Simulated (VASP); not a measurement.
The system is AgCl.

```
Ag Cl
1.0
     0.00000    2.99326    2.99326
     2.99326    0.00000    2.99326
     2.99326    2.99326    0.00000
Ag Cl
1 1
Direct
  0.00000 0.00000 0.00000
  0.25000 0.25000 0.25000
```

Program: VASP 6.6.1. Alike in all runs: task single point; no spin polarisation; cell as given; k mesh 8 × 8 × 8; cutoff (eV) 520.

Task: Order these runs on this cell by their band gap on the k mesh, lowest first.
A. level PBE; potentials or basis VASP PAW PBE potentials, release 64 (Ag, Cl); smearing fermi-dirac 0.02 eV
B. level LDA; potentials or basis VASP PAW LDA potentials, release 64 (Ag, Cl); smearing gaussian 0.01 eV
C. level r2SCAN; potentials or basis VASP PAW PBE potentials, release 64 (Ag, Cl); smearing gaussian 0.01 eV

Result: B (0.97 eV), A (1.25 eV), C (1.60 eV).

Caveats: the cell stands under tension (at least some runs).

A k mesh can miss the band edges.
